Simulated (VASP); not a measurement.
# TaMo3 (Pm-3m) in VASP: further runs, part 2 of 2

VASP 6.6.1.

### 5 Relaxation of cell and atoms, PBE

This run uses another cell than the first one, of 14.77 Å³/atom, 0.879 times its volume.

INCAR reads:

```
SYSTEM = TaMo3
ALGO = Normal
EDIFF = 1E-6
EDIFFG = -0.04
ENCUT = 600
GGA = PE
IBRION = 2
ISIF = 3
ISMEAR = 0
LASPH = .TRUE.
LCHARG = .FALSE.
LREAL = .FALSE.
LWAVE = .FALSE.
NELM = 100
NSW = 90
PREC = Accurate
SIGMA = 0.1
```

KPOINTS reads:

```
k-points
0
G
  4 4 4
  0 0 0
```

POSCAR reads:

```
TaMo3
1.0
    3.8950992200      0.0000000000      0.0000000000
    0.0000000000      3.8950992200      0.0000000000
    0.0000000000      0.0000000000      3.8950992200
Ta Mo
1 3
Direct
    0.0000000000      0.0000000000      0.0000000000
    0.0000000000      0.5000000000      0.5000000000
    0.5000000000      0.0000000000      0.5000000000
    0.5000000000      0.5000000000      0.0000000000
```

Potentials or basis: VASP PAW PBE potentials, release 64 (Ta_pv, Mo_sv).

On the command line:

```bash
$ cat potpaw_PBE.64/Ta_pv/POTCAR potpaw_PBE.64/Mo_sv/POTCAR > POTCAR
$ mpirun -np 1 vasp_std > vasp.out
```

OUTCAR:

```text
SYSTEM = TaMo3
   EDIFF = 1E-6
   EDIFFG = -0.04
   ENCUT = 600
   GGA = PE
   IBRION = 2
   ISIF = 3
   ISMEAR = 0
   LASPH = .TRUE.
   LREAL = .FALSE.
   NELM = 100
   NSW = 90
   PREC = Accurate

 ion  position               nearest neighbor table
   1  0.000  0.000  0.000-   2 2.75   3 2.75   4 2.75   2 2.75   3 2.75   2 2.75   4 2.75   2 2.75
                             3 2.75   4 2.75   3 2.75   4 2.75
   2  0.000  0.500  0.500-   1 2.75   3 2.75   4 2.75   1 2.75   4 2.75   1 2.75   3 2.75   1 2.75
                             3 2.75   4 2.75   4 2.75   3 2.75
   3  0.500  0.000  0.500-   1 2.75   2 2.75   4 2.75   1 2.75   4 2.75   2 2.75   4 2.75   4 2.75
                             1 2.75   2 2.75   1 2.75   2 2.75
   4  0.500  0.500  0.000-   1 2.75   2 2.75   3 2.75   2 2.75   3 2.75   1 2.75   3 2.75   3 2.75
                             1 2.75   2 2.75   2 2.75   1 2.75

  LATTYP: Found a simple cubic cell.
 ALAT       =     3.8950992200

  Lattice vectors:

 A1 = (   3.8950992200,   0.0000000000,   0.0000000000)
 A2 = (   0.0000000000,   3.8950992200,   0.0000000000)
 A3 = (   0.0000000000,   0.0000000000,   3.8950992200)

Analysis of symmetry for initial positions (statically):
=====================================================================
 Subroutine PRICEL returns:
 Original cell was already a primitive cell.

 Routine SETGRP: Setting up the symmetry group for a
 simple cubic supercell.

 Subroutine GETGRP returns: Found 48 space group operations
 (whereof 48 operations were pure point group operations)
 out of a pool of 48 trial point group operations.

The static configuration has the point symmetry O_h .

Analysis of symmetry for dynamics (positions and initial velocities):
=====================================================================
 Subroutine PRICEL returns:
 Original cell was already a primitive cell.

 Routine SETGRP: Setting up the symmetry group for a
 simple cubic supercell.

 Subroutine GETGRP returns: Found 48 space group operations
 (whereof 48 operations were pure point group operations)
 out of a pool of 48 trial point group operations.

The dynamic configuration has the point symmetry O_h .

 Subroutine INISYM returns: Found 48 space group operations
 (whereof 48 operations are pure point group operations),
 and found     1 'primitive' translations

[... 90 lines left out ...]
   ISYM   =      2    0-nonsym 1-usesym 2-fastsym
   POTIM  = 0.5000    time-step for ionic-motion
   TEBEG  =    0.0;   TEEND  =   0.0 temperature during run
   PSTRESS=    0.0 pullay stress
   NELECT =      53.0000    total number of electrons
   NUPDOWN=      -1.0000    fix difference up-down
   EMIN   =  10.00;   EMAX   =-10.00  energy-range for DOS
   EFERMI =   0.00;   METHOD = LEGACY
   ISMEAR =     0;   SIGMA  =   0.10  broadening in eV -4-tet -1-fermi 0-gaus
   EFERMI_NEDOS =   21; number of points for ismear=-14 and -15
   IALGO  =     38    algorithm
   IMIX   =      4    mixing-type and parameters
     AMIX     =   0.40;   BMIX     =  1.00
     AMIX_MAG =   1.60;   BMIX_MAG =  1.00
  volume/ion in A,a.u.               =      14.77        99.70
  Fermi-wavevector in a.u.,A,eV,Ry     =   1.578756  2.983416 33.912107  2.492470
  Thomas-Fermi vector in A             =   2.679238
   LORBIT       =      0    0 simple, 1 ext, 2 COOP (PROOUT), +10 PAW based schemes
   GGA     = PE    functional components
   LHFCALC =     F    Hartree Fock is set to
   AEXX    =    0.0000 exact exchange contribution
   IVDW    =     0    specifies the selected vdW correction
   LEPSILON=     F    determine dielectric tensor
   LRPA    =     F    only Hartree local field effects (RPA)
 conjugate gradient relaxation of ions
 non-spin polarized calculation
 Gauss-broadening in eV      SIGMA  =   0.10
  energy-cutoff  :      600.00
  volume of cell :       59.10
 maximum number of plane-waves:      2000
 NGX is ok and might be reduce to    32
   NGX = 15   NGY = 15   NGZ = 15

--------------------------------------- Ionic step        1  -------------------------------------------

 number of electron      52.9999998 magnetization

 Free energy of the ion-electron system (eV)
  ---------------------------------------------------
  ext. energy  EPLUGINS =         0.00000000
  ---------------------------------------------------
  free energy    TOTEN  =       -42.07462822 eV

  energy without entropy =      -42.04459186  energy(sigma->0) =      -42.05961004

 E-fermi :  11.8167     XC(G=0): -13.6840

 val. band max:       11.7817266920   @ k =   0.5000   0.5000   0.2500
 cond. band min:      11.8350345398   @ k =   0.5000   0.0000   0.0000
 fundamental gap:      0.0533078479
 Fermi energy:        11.8166683976

 k-point     1 :       0.0000    0.0000    0.0000
  band No.  band energies     occupation
      1     -48.7723      2.00000
      2     -48.4577      2.00000
      3     -48.4577      2.00000
      4     -23.5375      2.00000
      5     -23.5375      2.00000
      6     -23.5375      2.00000
[... 480 lines left out ...]
--------------------------------------- Ionic step        5  -------------------------------------------

 number of electron      53.0000006 magnetization

 Free energy of the ion-electron system (eV)
  ---------------------------------------------------
  ext. energy  EPLUGINS =         0.00000000
  ---------------------------------------------------
  free energy    TOTEN  =       -42.91823309 eV

  energy without entropy =      -42.88095238  energy(sigma->0) =      -42.89959273

 E-fermi :   9.9406     XC(G=0): -12.9736

 val. band max:        9.9362696656   @ k =   0.5000   0.0000   0.0000
 cond. band min:       9.9945725323   @ k =   0.5000   0.5000   0.2500
 fundamental gap:      0.0583028666
 Fermi energy:         9.9405589425

 k-point     1 :       0.0000    0.0000    0.0000
  band No.  band energies     occupation
      1     -50.7165      2.00000
      2     -50.5320      2.00000
      3     -50.5320      2.00000
      4     -25.2084      2.00000
      5     -25.2084      2.00000
      6     -25.2084      2.00000
[... 360 lines left out ...]
  FREE ENERGIE OF THE ION-ELECTRON SYSTEM (eV)
  ---------------------------------------------------
  free  energy   TOTEN  =       -42.9182330867 eV

  energy  without entropy=      -42.8809523824  energy(sigma->0) =      -42.89959273

 reached required accuracy - stopping structural energy minimisation
```

OSZICAR:

```text
N       E                     dE             d eps       ncg     rms          rms(c)
DAV:   1     0.698150979794E+03    0.69815E+03   -0.35122E+04   620   0.201E+03
DAV:   2    -0.150561243332E+02   -0.71321E+03   -0.70473E+03   690   0.602E+02
DAV:   3    -0.434627428303E+02   -0.28407E+02   -0.27985E+02   817   0.110E+02
[... 65 lines left out ...]
DAV:   3    -0.429182750056E+02    0.40124E-03   -0.36237E-03   776   0.395E-01    0.695E-02
DAV:   4    -0.429182077662E+02    0.67239E-04   -0.74871E-04   790   0.173E-01    0.655E-02
DAV:   5    -0.429182324141E+02   -0.24648E-04   -0.11308E-04   783   0.774E-02    0.145E-02
DAV:   6    -0.429182336134E+02   -0.11993E-05   -0.35648E-05   669   0.353E-02    0.487E-03
DAV:   7    -0.429182330867E+02    0.52667E-06   -0.43051E-06   608   0.126E-02
   5 F= -.42918233E+02 E0= -.42899593E+02  d E =-.843605E+00
```

CONTCAR:

```text
TaMo3
   1.00000000000000
     4.0668156723364319   -0.0000000000000000    0.0000000000000000
    -0.0000000000000000    4.0668156723364319    0.0000000000000000
    -0.0000000000000000   -0.0000000000000000    4.0668156723364319
  Ta              Mo
     1     3
Direct
     0.0000000000000000    0.0000000000000000    0.0000000000000000
     0.0000000000000000    0.5000000000000000    0.5000000000000000
     0.5000000000000000    0.0000000000000000    0.5000000000000000
     0.5000000000000000    0.5000000000000000    0.0000000000000000

  0.00000000E+00  0.00000000E+00  0.00000000E+00
  0.00000000E+00  0.00000000E+00  0.00000000E+00
  0.00000000E+00  0.00000000E+00  0.00000000E+00
  0.00000000E+00  0.00000000E+00  0.00000000E+00
```

Wall time 90 s (1 thread of Intel Xeon 6975P-C, shared host); peak memory 0.2 GiB.

Results:

* Free energy: -42.9182 eV
* Relaxed volume: 16.82 Å³/atom
* Relaxed cell: a = 4.067 Å, b = 4.067 Å, c = 4.067 Å, α = 90.00°, β = 90.00°, γ = 90.00°
* Space group after relaxing (to 0.05 Å): Pm-3m (No. 221)
* Energy gained by relaxing: 210.9 meV/atom
* Ionic steps: 5
* Pressure after relaxing: 0.2 GPa

The path:
```
step  energy change (eV)  largest force (eV/Å)  pressure (GPa)  volume (Å³)
   1              0.0000                0.0000           36.38        59.10
   2              2.9948                0.0000          -36.69        92.68
   3             -0.8347                0.0000           -2.98        68.26
   4             -0.8435                0.0000           -0.39        67.44
   5             -0.8436                0.0000            0.18        67.26
```

Final structure:
```
Ta Mo
1.0
     4.06682    0.00000    0.00000
     0.00000    4.06682    0.00000
     0.00000    0.00000    4.06682
Ta Mo
1 3
Direct
  0.00000 0.00000 0.00000
  0.00000 0.50000 0.50000
  0.50000 0.00000 0.50000
  0.50000 0.50000 0.00000
```

Levels at points of the mesh, in eV from the Fermi level:
```tsv
k point	band 25	band 26	band 27	band 28	band 29	band 30
(0.00, 0.00, 0.00)	-0.48	2.11	2.11	3.68	3.68	3.68
(0.50, 0.00, 0.00)	-1.53	0.00	0.28	1.10	1.10	1.15
(0.50, 0.50, 0.00)	-1.60	-1.49	-1.21	0.50	0.53	0.53
(0.50, 0.50, 0.50)	-0.63	-0.37	-0.37	1.27	1.27	1.27
```

Caveat: the k points lie up to 0.39 Å⁻¹ apart in the final cell; spin-orbit coupling is left out, which moves the levels of the heavy elements.

### 6 Single point, PBE

This run uses another cell than the first one, of 16.72 Å³/atom, 0.995 times its volume.

INCAR reads:

```
ALGO = Fast
EDIFF = 1E-6
ENCUT = 520
GGA = PE
ISIF = 2
ISMEAR = 0
LASPH = True
LCHARG = False
LREAL = False
LWAVE = False
NBANDS = 34
NELM = 60
PREC = Accurate
SIGMA = 0.1
```

KPOINTS reads:

```
k-points
0
Gamma
  12 12 12
```

POSCAR reads:

```
TaMo3
1.0
    4.0595003480      0.0000000000      0.0000000000
    0.0000000000      4.0595003480      0.0000000000
    0.0000000000      0.0000000000      4.0595003480
Ta Mo
1 3
Direct
    0.0000000000      0.0000000000      0.0000000000
    0.0000000000      0.5000000000      0.5000000000
    0.5000000000      0.0000000000      0.5000000000
    0.5000000000      0.5000000000      0.0000000000
```

Potentials or basis: VASP PAW PBE potentials, release 64 (Ta_pv, Mo_sv).

On the command line:

```bash
$ cat potpaw_PBE.64/Ta_pv/POTCAR potpaw_PBE.64/Mo_sv/POTCAR > POTCAR
$ mpirun -np 1 vasp_std > vasp.out
```

Run time: 2.1 min. Hardware: 1 thread of Intel Xeon 6975P-C, shared host; peak memory 0.29 GiB.

The run converged. Its results:

```
Free energy : -43.0397 eV
Pressure    : 0.3 GPa
```

Levels at points of the mesh, in eV from the Fermi level:
```
           k point  band 24  band 25  band 26  band 27  band 28  band 29  band 30  band 31
(0.00, 0.00, 0.00)    -0.45    -0.45     2.16     2.16     3.73     3.73     3.73     3.76
(0.50, 0.00, 0.00)    -1.50    -1.50     0.03     0.30     1.14     1.14     1.19     2.00
(0.50, 0.50, 0.00)    -1.58    -1.58    -1.49    -1.19     0.54     0.56     0.56     1.60
(0.50, 0.50, 0.50)    -0.61    -0.61    -0.33    -0.33     1.32     1.32     1.32     1.37
```

Caveat: spin-orbit coupling is left out, which moves the levels of the heavy elements.

### 7 The runs side by side

```tsv
task	cell	k mesh	cutoff (eV)	gap on the mesh (eV)	pressure (GPa)	relaxed volume (Å³/atom)
relaxation of cell and atoms	relaxed from a = 4.066 Å, 4 atoms	12 × 12 × 12	600	none	0.0	16.74
single point	a = 3.895 Å, 4 atoms	4 × 4 × 4	520	none	36.5	-
single point	a = 4.066 Å, 4 atoms	4 × 4 × 4	520	none	0.4	-
relaxation of cell and atoms	relaxed from a = 3.895 Å, 4 atoms	4 × 4 × 4	600	none	0.2	16.82
single point	a = 4.060 Å, 4 atoms	12 × 12 × 12	520	none	0.3	-
```

Alike in all rows: level PBE; potentials or basis VASP PAW PBE potentials, release 64 (Ta_pv, Mo_sv); no spin polarisation; smearing gaussian 0.1 eV.

Caveats: some runs use coarse meshes; spin-orbit coupling is left out, which moves the levels of the heavy elements.

Absolute energies hang on the potentials; compare differences alone.
